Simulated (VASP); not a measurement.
# SnTe (Fm-3m) in VASP: a series of runs, part 2 of 2

VASP 6.6.1. Earlier steps stand in the parts before.

## Step 6: Single point, SVWN5

This run uses another cell than the first one, of 33.16 Å³/atom, 1.060 times its volume.

File INCAR:

```
PREC = Accurate
ENCUT = 520
EDIFF = 1E-6
ISMEAR = -1
SIGMA = 0.05
LREAL = False
LASPH = True
NELM = 60
ALGO = Normal
ISIF = 2
LWAVE = False
LCHARG = False
GGA = VW
NBANDS = 17
```

File KPOINTS:

```
regular mesh
0
Gamma
  7 7 7
```

File POSCAR:

```
SnTe
1.0
    0.0000000000      3.2126470615      3.2126470615
    3.2126470615      0.0000000000      3.2126470615
    3.2126470615      3.2126470615      0.0000000000
Te Sn
1 1
Direct
    0.5000000000      0.5000000000      0.5000000000
    0.0000000000      0.0000000000      0.0000000000
```

Potentials or basis: VASP PAW PBE potentials, release 64 (Te, Sn_d).

Launch:

```console
> cat potpaw_PBE.64/Te/POTCAR potpaw_PBE.64/Sn_d/POTCAR > POTCAR
> mpirun -np 1 vasp_std > vasp.out
```

OUTCAR:

```text
PREC = Accurate
   ENCUT = 520
   EDIFF = 1E-6
   ISMEAR = -1
   LREAL = False
   LASPH = True
   NELM = 60
   ISIF = 2
   GGA = VW

 ion  position               nearest neighbor table
   1  0.500  0.500  0.500-   2 3.21   2 3.21   2 3.21   2 3.21   2 3.21   2 3.21
   2  0.000  0.000  0.000-   1 3.21   1 3.21   1 3.21   1 3.21   1 3.21   1 3.21

  LATTYP: Found a face centered cubic cell.
 ALAT       =     6.4252941230

  Lattice vectors:

 A1 = (   0.0000000000,   3.2126470615,   3.2126470615)
 A2 = (   3.2126470615,   0.0000000000,   3.2126470615)
 A3 = (   3.2126470615,   3.2126470615,   0.0000000000)

Analysis of symmetry for initial positions (statically):
[... 33 lines left out ...]
                                     Primitive cell

  volume of cell :      66.3161

  direct lattice vectors                    reciprocal lattice vectors
     0.000000000  3.212647061  3.212647061    -0.155634899  0.155634899  0.155634899
     3.212647061  0.000000000  3.212647061     0.155634899 -0.155634899  0.155634899
     3.212647061  3.212647061  0.000000000     0.155634899  0.155634899 -0.155634899

  length of vectors
     4.543369045  4.543369045  4.543369045     0.269567552  0.269567552  0.269567552

  position of ions in fractional coordinates (direct lattice)
     0.500000000  0.500000000  0.500000000
     0.000000000  0.000000000  0.000000000

  ion indices of the primitive-cell ions
   primitive index   ion index
                 1           1
                 2           2

----------------------------------------------------------------------------------------

 KPOINTS: regular mesh

Automatic generation of k-mesh.
 Grid dimensions read from file:
 generate k-points for:    7    7    7

 Generating k-lattice:

  Cartesian coordinates                     Fractional coordinates (reciprocal lattice)
    -0.022233557  0.022233557  0.022233557     0.142857143  0.000000000  0.000000000
[... 68 lines left out ...]
   EFERMI =   0.00;   METHOD = LEGACY
   ISMEAR =    -1;   SIGMA  =   0.05  broadening in eV -4-tet -1-fermi 0-gaus
   EFERMI_NEDOS =   21; number of points for ismear=-14 and -15
   IALGO  =     38    algorithm
   IMIX   =      4    mixing-type and parameters
     AMIX     =   0.40;   BMIX     =  1.00
     AMIX_MAG =   1.60;   BMIX_MAG =  1.00
  volume/ion in A,a.u.               =      33.16       223.76
  Fermi-wavevector in a.u.,A,eV,Ry     =   1.097855  2.074646 16.398918  1.205287
  Thomas-Fermi vector in A             =   2.234223
   LORBIT       =      0    0 simple, 1 ext, 2 COOP (PROOUT), +10 PAW based schemes
   GGA     = VW    functional components
   LHFCALC =     F    Hartree Fock is set to
   AEXX    =    0.0000 exact exchange contribution
   IVDW    =     0    specifies the selected vdW correction
   LEPSILON=     F    determine dielectric tensor
   LRPA    =     F    only Hartree local field effects (RPA)
 non-spin polarized calculation
  energy-cutoff  :      520.00
  volume of cell :       66.32
 maximum number of plane-waves:      1807
 NGX is ok and might be reduce to    36
   NGX = 17   NGY = 17   NGZ = 17

 number of electron      20.0000006 magnetization

 Free energy of the ion-electron system (eV)
  ---------------------------------------------------
  ext. energy  EPLUGINS =         0.00000000
  ---------------------------------------------------
  free energy    TOTEN  =        -8.75805127 eV

  energy without entropy =       -8.75799035  energy(sigma->0) =       -8.75802081

 E-fermi :   5.8880     XC(G=0):  -9.4780

 val. band max:        5.5587185686   @ k =   0.4286   0.0000   0.0000
 cond. band min:       6.2188877112   @ k =   0.4286   0.0000   0.0000
 fundamental gap:      0.6601691427
 Fermi energy:         5.8880384607

 k-point     1 :       0.0000    0.0000    0.0000
  band No.  band energies     occupation
      1     -15.7890      2.00000
      2     -15.7890      2.00000
      3     -15.7827      2.00000
      4     -15.7827      2.00000
      5     -15.7827      2.00000
      6      -6.5154      2.00000
[... 377 lines left out ...]
      4     -15.7786      2.00000
      5     -15.7745      2.00000
      6      -5.0886      2.00000
[... 9 lines left out ...]
     16      15.6714      0.00000
     17      16.1421      0.00000

------------------------ aborting loop because EDIFF is reached ----------------------------------------

  FORCE on cell =-STRESS in cart. coord.  units (eV):
  Direction    XX          YY          ZZ          XY          YZ          ZX
  --------------------------------------------------------------------------------------
  -------------------------------------------------------------------------------------
  Total       -1.5679631     -1.5679631     -1.5679631      0.0000000      0.0000000      0.0000000
  in kB      -37.8815192    -37.8815192    -37.8815192      0.0000000      0.0000000      0.0000000
  external PRESSURE =     -37.8815192 kB  Pullay stress =       0.0000000 kB

 VOLUME and BASIS-vectors are now :
 -----------------------------------------------------------------------------
  energy-cutoff  :      520.00
  volume of cell :       66.32
      direct lattice vectors                 reciprocal lattice vectors
     0.000000000  3.212647061  3.212647061    -0.155634899  0.155634899  0.155634899
     3.212647061  0.000000000  3.212647061     0.155634899 -0.155634899  0.155634899
     3.212647061  3.212647061  0.000000000     0.155634899  0.155634899 -0.155634899

 POSITION                                       TOTAL-FORCE (eV/Angst)
 -----------------------------------------------------------------------------------
      3.21265      3.21265      3.21265        -0.000000      0.000000     -0.000000
      0.00000      0.00000      0.00000         0.000000     -0.000000      0.000000
 -----------------------------------------------------------------------------------
    total drift:                               -0.000000      0.000000      0.000000

  FREE ENERGIE OF THE ION-ELECTRON SYSTEM (eV)
  ---------------------------------------------------
  free  energy   TOTEN  =        -8.7580512664 eV

  energy  without entropy=       -8.7579903533  energy(sigma->0) =       -8.75802081
```

OSZICAR:

```text
N       E                     dE             d eps       ncg     rms          rms(c)
DAV:   1     0.122869462291E+03    0.12287E+03   -0.92746E+03   689   0.129E+03
DAV:   2     0.298986711354E+01   -0.11988E+03   -0.11660E+03   736   0.330E+02
DAV:   3    -0.848928954194E+01   -0.11479E+02   -0.11405E+02   824   0.900E+01
DAV:   4    -0.883208290794E+01   -0.34279E+00   -0.34255E+00   786   0.160E+01
DAV:   5    -0.884710743788E+01   -0.15025E-01   -0.15024E-01  1010   0.325E+00    0.420E+00
DAV:   6    -0.876060930043E+01    0.86498E-01   -0.21144E-01   920   0.315E+00    0.267E+00
DAV:   7    -0.875857351497E+01    0.20358E-02   -0.52723E-02   801   0.117E+00    0.925E-01
DAV:   8    -0.875810031379E+01    0.47320E-03   -0.66109E-03   847   0.623E-01    0.145E-01
DAV:   9    -0.875807148913E+01    0.28825E-04   -0.95984E-04   939   0.226E-01    0.311E-02
DAV:  10    -0.875805053251E+01    0.20957E-04   -0.10420E-04   921   0.809E-02    0.229E-02
DAV:  11    -0.875805179339E+01   -0.12609E-05   -0.27635E-05   857   0.360E-02    0.268E-02
DAV:  12    -0.875805126636E+01    0.52703E-06   -0.27717E-06   745   0.122E-02
   1 F= -.87580513E+01 E0= -.87580208E+01  d E =-.609131E-04
```

stdout:

```text
POSCAR found type information on POSCAR TeSn
 POSCAR found :  2 types and       2 ions
 scaLAPACK will be used
 -----------------------------------------------------------------------------
|                                                                             |
|                                                                             |
|     You enforced a specific xc type in the INCAR file but a different       |
|     I HOPE YOU KNOW WHAT YOU ARE DOING!                                     |
|                                                                             |
 -----------------------------------------------------------------------------

 LDA part: xc-table for (Slater(with rela. corr.)+VWN5), standard interpolation
 POSCAR, INCAR and KPOINTS ok, starting setup
 FFT: planning ... GRIDC
 FFT: planning ... GRID_SOFT
 FFT: planning ... GRID
 WAVECAR not read
 entering main loop
```

Wall time 34 s (1 thread of Intel Xeon Platinum 8375C at 2.90GHz (Ice Lake), shared host); peak memory 0.17 GiB.

Results:

```yaml
Free_energy: -8.7581 eV
Pressure: -3.8 GPa
```

Levels at points of the mesh, in eV from the Fermi level:
```csv
k point,band 8,band 9,band 10,band 11,band 12,band 13
"(0.00, 0.00, 0.00)",-1.94,-1.94,-1.94,3.18,3.18,3.18
```

Caveat: this odd mesh misses L, where the gap lies, so gap, dielectric constants and Born charges aren't listed; the PAW data sets were made with another functional, which shifts forces and pressure a little; spin-orbit coupling is left out, which moves the levels of the heavy elements.

## Step 7: Summary

| level | cell | k mesh | cutoff (eV) | smearing | pressure (GPa) |
| --- | --- | --- | --- | --- | --- |
| PBE | a = 4.456 Å, angles 60.0°, 2 atoms | 4 × 4 × 4 | 500 | fermi-dirac 0.04 eV | 1.7 |
| PBEsol+D4 | a = 4.515 Å, angles 60.0°, 2 atoms | 7 × 7 × 7 | 520 | fermi-dirac 0.05 eV | -3.1 |
| PBEsol+D4 | a = 4.543 Å, angles 60.0°, 2 atoms | 7 × 7 × 7 | 520 | fermi-dirac 0.05 eV | -3.7 |
| SVWN5 | a = 4.515 Å, angles 60.0°, 2 atoms | 7 × 7 × 7 | 520 | fermi-dirac 0.05 eV | -3.1 |
| SVWN5 | a = 4.543 Å, angles 60.0°, 2 atoms | 7 × 7 × 7 | 520 | fermi-dirac 0.05 eV | -3.8 |

Alike in all rows: task single point; potentials or basis VASP PAW PBE potentials, release 64 (Te, Sn_d); no spin polarisation.

Caveats: some runs use coarse meshes; spin-orbit coupling is left out, which moves the levels of the heavy elements; the PAW data sets were made with another functional, which shifts forces and pressure a little (some runs).

Total energies depend on the potentials used, so only differences within one code and one set of settings carry meaning.
